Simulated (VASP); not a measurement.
# ZnS (Imm2) in VASP: a series of runs, part 2 of 2

VASP 6.6.1. Earlier steps stand in the parts before.

**3. Single point, PBEsol (strain +0.0300 x Voigt [0, 0, 0, 0, 1, 0])**

Input file INCAR:

```
SYSTEM = ZnS
ALGO = Normal
EDIFF = 1E-6
ENCUT = 520
GGA = PS
ISIF = 2
ISMEAR = 0
LASPH = .True.
LCHARG = .True.
LELF = .True.
LREAL = .False.
LVHAR = .True.
LWAVE = .False.
NBANDS = 16
NELM = 100
PREC = Accurate
SIGMA = 0.05
```

Input file KPOINTS:

```
k-points
0
Gamma
  10 10 10
  0 0 0
```

Input file POSCAR:

```
ZnS
1.0
    0.0401738861      2.6782590749      2.6782590749
    2.7184329610      0.0000000000      2.7184329610
    2.6782590749      2.6782590749      0.0401738861
Zn S
1 1
Direct
    0.0000000000      0.0000000000      0.0000000000
    0.7500000000      0.7500000000      0.7500000000
```

Potentials or basis: VASP PAW PBE potentials, release 64 (Zn, S).

On the command line:

```bash
> cat potpaw_PBE.64/Zn/POTCAR potpaw_PBE.64/S/POTCAR > POTCAR
> mpirun -np 1 vasp_std > vasp.out
```

OUTCAR:

```text
SYSTEM = ZnS
   EDIFF = 1E-6
   ENCUT = 520
   GGA = PS
   ISIF = 2
   ISMEAR = 0
   LASPH = .True.
   LREAL = .False.
   NELM = 100
   PREC = Accurate

 ion  position               nearest neighbor table
   1  0.000  0.000  0.000-   2 2.30   2 2.30   2 2.34   2 2.34
   2  0.750  0.750  0.750-   1 2.30   1 2.30   1 2.34   1 2.34

  LATTYP: Found a body centered orthorhombic cell.
 ALAT       =     3.7308158527
 B/A-ratio  =     1.0304568528
 C/A-ratio  =     1.4357498095

  Lattice vectors:

 A1 = (   0.0401738861,  -2.6782590749,   2.6782590749)
 A2 = (  -0.0401738861,  -2.6782590749,  -2.6782590749)
 A3 = (   2.6782590749,   2.6782590749,   0.0401738861)

Analysis of symmetry for initial positions (statically):
=====================================================================
 Subroutine PRICEL returns:
 Original cell was already a primitive cell.

 Routine SETGRP: Setting up the symmetry group for a
 body centered orthorhombic supercell.

 Subroutine GETGRP returns: Found  4 space group operations
 (whereof  4 operations were pure point group operations)
 out of a pool of  8 trial point group operations.

The static configuration has the point symmetry C_2v.

Analysis of symmetry for dynamics (positions and initial velocities):
=====================================================================
 Subroutine PRICEL returns:
 Original cell was already a primitive cell.

 Routine SETGRP: Setting up the symmetry group for a
 body centered orthorhombic supercell.

 Subroutine GETGRP returns: Found  4 space group operations
 (whereof  4 operations were pure point group operations)
 out of a pool of  8 trial point group operations.

The dynamic configuration has the point symmetry C_2v.

 Subroutine INISYM returns: Found  4 space group operations
 (whereof  4 operations are pure point group operations),
 and found     1 'primitive' translations

----------------------------------------------------------------------------------------

[... 111 lines left out ...]
     AMIX     =   0.40;   BMIX     =  1.00
     AMIX_MAG =   1.60;   BMIX_MAG =  1.00
  volume/ion in A,a.u.               =      19.21       129.62
  Fermi-wavevector in a.u.,A,eV,Ry     =   1.271556  2.402893 21.998660  1.616856
  Thomas-Fermi vector in A             =   2.404483
   LORBIT       =      0    0 simple, 1 ext, 2 COOP (PROOUT), +10 PAW based schemes
   GGA     = PS    functional components
   LHFCALC =     F    Hartree Fock is set to
   AEXX    =    0.0000 exact exchange contribution
   IVDW    =     0    specifies the selected vdW correction
   LEPSILON=     F    determine dielectric tensor
   LRPA    =     F    only Hartree local field effects (RPA)
 non-spin polarized calculation
 Gauss-broadening in eV      SIGMA  =   0.05
  energy-cutoff  :      520.00
  volume of cell :       38.41
 maximum number of plane-waves:      1048
   NGX = 15   NGY = 15   NGZ = 15

 number of electron      18.0000006 magnetization

 Free energy of the ion-electron system (eV)
  ---------------------------------------------------
  ext. energy  EPLUGINS =         0.00000000
  ---------------------------------------------------
  free energy    TOTEN  =        -7.58091575 eV

  energy without entropy =       -7.58091575  energy(sigma->0) =       -7.58091575

 E-fermi :   2.6191     XC(G=0):  -9.9755

 val. band max:        2.3253402433   @ k =   0.0000   0.0000   0.0000
 cond. band min:       4.3503923355   @ k =   0.0000   0.0000   0.0000
 fundamental gap:      2.0250520922
 Fermi energy:         2.6191240292

 k-point     1 :       0.0000    0.0000    0.0000
  band No.  band energies     occupation
      1     -11.0818      2.00000
      2      -4.2311      2.00000
      3      -4.2199      2.00000
      4      -4.2074      2.00000
      5      -3.6880      2.00000
      6      -3.6873      2.00000
[... 433 lines left out ...]
      3      -4.0520      2.00000
      4      -3.9337      2.00000
      5      -3.6991      2.00000
      6      -3.6259      2.00000
[... 8 lines left out ...]
     15      15.4071      0.00000
     16      16.6721      0.00000

 [... further k-points ...]

------------------------ aborting loop because EDIFF is reached ----------------------------------------

  FORCE on cell =-STRESS in cart. coord.  units (eV):
  Direction    XX          YY          ZZ          XY          YZ          ZX
  --------------------------------------------------------------------------------------
  -------------------------------------------------------------------------------------
  Total        0.0777929      0.0693476      0.0777929      0.0000000      0.0000000     -0.5327862
  in kB        3.2445932      2.8923579      3.2445932      0.0000000      0.0000000    -22.2215068
  external PRESSURE =       3.1271814 kB  Pullay stress =       0.0000000 kB

 VOLUME and BASIS-vectors are now :
 -----------------------------------------------------------------------------
  energy-cutoff  :      520.00
  volume of cell :       38.41
      direct lattice vectors                 reciprocal lattice vectors
     0.040173886  2.678259075  2.678259075    -0.189531408  0.186688437  0.189531408
     2.718432961  0.000000000  2.718432961     0.183929494 -0.186688437  0.183929494
     2.678259075  2.678259075  0.040173886     0.189531408  0.186688437 -0.189531408

 POSITION                                       TOTAL-FORCE (eV/Angst)
 -----------------------------------------------------------------------------------
      0.00000      0.00000      0.00000        -0.000000     -0.185659     -0.000000
      4.07765      4.01739      4.07765         0.000000      0.185659      0.000000
 -----------------------------------------------------------------------------------
    total drift:                               -0.000004     -0.000132     -0.000004

  FREE ENERGIE OF THE ION-ELECTRON SYSTEM (eV)
  ---------------------------------------------------
  free  energy   TOTEN  =        -7.5809157482 eV

  energy  without entropy=       -7.5809157482  energy(sigma->0) =       -7.58091575
```

OSZICAR:

```text
N       E                     dE             d eps       ncg     rms          rms(c)
DAV:   1     0.886297092298E+02    0.88630E+02   -0.89830E+03  5488   0.136E+03
DAV:   2    -0.221349755968E+01   -0.90843E+02   -0.84903E+02  6248   0.259E+02
DAV:   3    -0.793088912867E+01   -0.57174E+01   -0.56928E+01  6776   0.638E+01
DAV:   4    -0.798990474322E+01   -0.59016E-01   -0.59003E-01  6824   0.676E+00
DAV:   5    -0.799057344654E+01   -0.66870E-03   -0.66869E-03  6880   0.688E-01    0.704E+00
DAV:   6    -0.760498224263E+01    0.38559E+00   -0.79224E-01  7960   0.329E+01    0.552E+00
DAV:   7    -0.758441571352E+01    0.20567E-01   -0.24316E-01  6792   0.494E+00    0.263E+00
DAV:   8    -0.758103661108E+01    0.33791E-02   -0.53935E-03  7664   0.982E-01    0.612E-01
DAV:   9    -0.758084092732E+01    0.19568E-03   -0.10069E-03  6952   0.268E-01    0.938E-02
DAV:  10    -0.758092473013E+01   -0.83803E-04   -0.16424E-04  6936   0.923E-02    0.241E-02
DAV:  11    -0.758091536077E+01    0.93694E-05   -0.29227E-05  6544   0.435E-02    0.551E-03
DAV:  12    -0.758091574821E+01   -0.38745E-06   -0.35186E-06  7040   0.147E-02
   1 F= -.75809157E+01 E0= -.75809157E+01  d E =-.286419E-19
```

Wall time 81 s (1 thread of AMD EPYC 7R13 (Zen 3), shared host); peak memory 0.2 GiB.

What came out:

```yaml
Free_energy: -7.5809 eV
Pressure: 0.3 GPa
Largest_force: 0.186 eV/Å
Band_gap_on_the_k_mesh: 2.03 eV
```

Forces in eV/Å, atoms in the order of the input:
```
Zn   0.000 -0.186  0.000
S    0.000  0.186  0.000
```

Stress tensor (GPa, compression positive):
```
 0.32  0.00 -2.22
 0.00  0.29  0.00
-2.22  0.00  0.32
```

Levels at points of the mesh, in eV from the valence-band top:
```csv
k point,band 5,band 6,band 7,band 8,band 9,band 10,band 11,band 12,band 13,band 14
"(0.00, 0.00, 0.00)",-6.01,-6.01,-0.11,-0.07,0.00,2.03,6.02,6.24,6.45,11.71
"(0.50, 0.00, 0.00)",-5.98,-5.79,-5.61,-1.04,-1.03,3.09,6.59,6.80,8.77,12.00
"(0.00, 0.50, 0.00)",-5.98,-5.83,-5.57,-0.93,-0.90,3.28,6.72,6.94,8.69,12.05
"(0.50, 0.50, 0.00)",-5.93,-5.79,-4.77,-2.41,-2.40,3.12,3.90,10.88,11.98,12.08
"(0.50, 0.00, 0.50)",-5.93,-5.79,-4.77,-2.56,-2.25,3.07,3.96,10.96,11.96,12.04
```

Caveat: the cell differs from its parent crystal (strain +0.0300 x Voigt [0, 0, 0, 0, 1, 0]); the PAW data sets were made with another functional, which shifts forces and pressure a little.

**4. Single point, PBEsol (strain -0.0200 x Voigt [0, 0, 0, 0, 1, 0])**

Input file INCAR:

```
  PREC = Accurate
  ENCUT = 520
  EDIFF = 1E-7
  ISMEAR = 0
  SIGMA = 0.05
  LREAL = False
  LASPH = True
  NELM = 60
  ALGO = Normal
  ISIF = 2
  LWAVE = False
  LCHARG = False
  GGA = PS
  NBANDS = 16
```

Input file KPOINTS:

```
regular mesh
0
Gamma
  10 10 10
```

Input file POSCAR:

```
ZnS
1.0
   -0.0267825907      2.6782590749      2.6782590749
    2.6514764842      0.0000000000      2.6514764842
    2.6782590749      2.6782590749     -0.0267825907
Zn S
1 1
Direct
    0.0000000000      0.0000000000      0.0000000000
    0.7500000000      0.7500000000      0.7500000000
```

On the command line:

```bash
> cat potpaw_PBE.64/Zn/POTCAR potpaw_PBE.64/S/POTCAR > POTCAR
> mpirun -np 1 vasp_std > vasp.out
```

It took 69 s on 1 thread of AMD EPYC 7R13 (Zen 3), shared host; peak memory 0.2 GiB.

It converged, with:

| Item | Value |
| --- | --- |
| Free energy | -7.5854 eV |
| Pressure | 0.2 GPa |
| Largest force | 0.124 eV/Å |
| Band gap on the k mesh | 2.05 eV |

Forces on the atoms (eV/Å):
```
Zn   0.000  0.124  0.000
S    0.000 -0.124  0.000
```

Stress tensor (GPa, compression positive):
```
0.25 0.00 1.48
0.00 0.24 0.00
1.48 0.00 0.25
```

Levels at points of the mesh, in eV from the valence-band top:
```tsv
k point	band 6	band 7	band 8	band 9	band 10	band 11	band 12	band 13
(0.00, 0.00, 0.00)	-5.99	-0.08	-0.04	0.00	2.05	6.11	6.26	6.40
(0.50, 0.00, 0.00)	-5.80	-5.56	-0.92	-0.90	3.27	6.75	6.90	8.73
(0.00, 0.50, 0.00)	-5.77	-5.59	-1.00	-0.99	3.14	6.66	6.81	8.78
(0.50, 0.50, 0.00)	-5.77	-4.75	-2.39	-2.39	3.14	3.92	10.95	12.01
(0.50, 0.00, 0.50)	-5.77	-4.75	-2.49	-2.28	3.12	3.95	10.98	12.00
```

Caveat: the cell differs from its parent crystal (strain -0.0200 x Voigt [0, 0, 0, 0, 1, 0]); the PAW data sets were made with another functional, which shifts forces and pressure a little.

**5. Summary**

| cell | gap on the mesh (eV) | pressure (GPa) | largest force (eV/Å) |
| --- | --- | --- | --- |
| a = 3.788, b = 3.712 Å, angles 60.7, 61.3, 60.7°, 2 atoms | 2.00 | 0.4 | 0.25 |
| a = 3.788, b = 3.844 Å, angles 59.5, 59.0, 59.5°, 2 atoms | 2.03 | 0.3 | 0.19 |
| a = 3.788, b = 3.750 Å, angles 60.3, 60.7, 60.3°, 2 atoms | 2.05 | 0.2 | 0.12 |

Alike in all rows: task single point; level PBEsol; potentials or basis VASP PAW PBE potentials, release 64 (Zn, S); no spin polarisation; k mesh 10 × 10 × 10; cutoff (eV) 520; smearing gaussian 0.05 eV.

Caveats: the PAW data sets were made with another functional, which shifts forces and pressure a little.

Absolute energies hang on the potentials; compare differences alone.
